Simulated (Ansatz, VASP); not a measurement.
# V: VASP beside Ansatz

```
V
1.0
     2.58613    0.00000    0.00000
    -1.29307    2.23966    0.00000
     0.00000    0.00000    4.64055
V
2
Cartesian
  0.0000 1.4931 1.1601
  1.2931 0.7466 3.4804
```

Change from the starting cell: volume scaled by 0.97, PAW files.

Alike in both runs: task electric field gradients; functional PBE; k mesh 18 × 18 × 10; occupations fermi-dirac, width 0.08 eV; collinear spin.

|  | VASP | Ansatz |
| --- | --- | --- |
| version | VASP 6.6.1 | Ansatz 0.2.0 |
| potentials or method | VASP PAW PBE potentials, release 64 (V_sv) | PAW with Ansatz's default frozen-core files, scalar-relativistic |
| plane-wave cutoff (eV) | 520 | 420 |
| valence electrons in the cell | 26 | 26 |

Ansatz gave:

* pressure (GPa): 5.6
* net moment per atom (μB): 0.00
* size of Vzz on the site where it differs most (V/Å²): 9.9

Task: Which values does VASP return?

Result: Pressure (GPa): 5.8; net moment per atom (μB): 0.00; size of Vzz on the site where it differs most (V/Å²): 10.3.

Ansatz's warnings: seeded moment not kept.
